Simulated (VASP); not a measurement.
**ZnS: single point with r2SCAN**

ZnS:

```
CELL_PARAMETERS angstrom
0.00000 2.61114 2.61114
2.61114 0.00000 2.61114
2.61114 2.61114 0.00000
ATOMIC_POSITIONS crystal
Zn 0.25000 0.25000 0.25000
S 0.00000 0.00000 0.00000
```

This cell differs from its parent crystal: volume scaled by 0.91.

```json
{
 "Program": "VASP 6.6.1",
 "Task": "single point",
 "Functional": "r2SCAN",
 "Potentials or basis": "VASP PAW PBE potentials, release 64 (Zn, S)",
 "Cutoff": "520 eV",
 "k mesh": "8 × 8 × 8",
 "Occupations": "gaussian, width 0.02 eV",
 "Spin": "no spin polarisation"
}
```

* Pressure: 9.2 GPa
* Band gap on the k mesh: 3.17 eV, direct

Levels at points of the mesh, in eV from the valence-band top:
```
           k point  band 5  band 6  band 7  band 8  band 9  band 10  band 11  band 12  band 13  band 14
(0.00, 0.00, 0.00)   -6.29   -6.29    0.00    0.00    0.00     3.17     6.80     6.80     6.80    12.41
(0.50, 0.00, 0.00)   -6.25   -6.20   -6.00   -1.05   -1.05     4.01     7.30     7.30     9.80    13.45
(0.50, 0.50, 0.00)   -6.19   -6.04   -5.04   -2.69   -2.69     3.48     4.42    12.61    13.55    13.55
```

Wall time 32 s on 1 thread of Intel(R) Xeon(R) 6975P-C (Granite Rapids) (shared host), peak memory 0.16 GiB.

Caveat: the PAW data sets were made with another functional, which shifts forces and pressure a little. A k mesh can miss the band edges.
